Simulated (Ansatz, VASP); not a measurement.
## One calculation of TiSi2, two programs

```xyz
3
Lattice="4.3746 0.0000 0.0000 -2.1873 3.7885 0.0000 0.0000 0.0000 2.5610" Properties=species:S:1:pos:R:3 pbc="T T T"
Ti    0.0000    0.0000    0.0000
Si    0.0000    2.5257    1.2805
Si    2.1873    1.2628    1.2805
```

Alike in both runs: task single point; functional r2SCAN-based global hybrid with a share of 0.1 of exact exchange; k mesh 4 × 4 × 6; occupations fermi-dirac, width 0.05 eV; no spin polarisation.

```csv
,VASP,Ansatz
version,VASP 6.6.1,Ansatz 0.2.0
potentials or method,"VASP PAW PBE potentials, release 64 (Ti_sv, Si)",Ansatz PAW
plane-wave cutoff (eV),520,500
valence electrons in the cell,20,20
```

```tsv
	VASP	Ansatz	Ansatz less VASP
gap on the k mesh at the Fermi level (eV)	none	none	-
pressure (GPa)	-2.4	-2.5	-0.13
traceless stress, the component that is largest in VASP (GPa)	-9.73	-9.54	+0.191
```

VASP's potentials were made for PBE, not for r2SCAN-based global hybrid. A gap of «none» marks a metal or a gap that the smearing closes.

The k mesh is coarse, so the values compare programs but aren't converged.
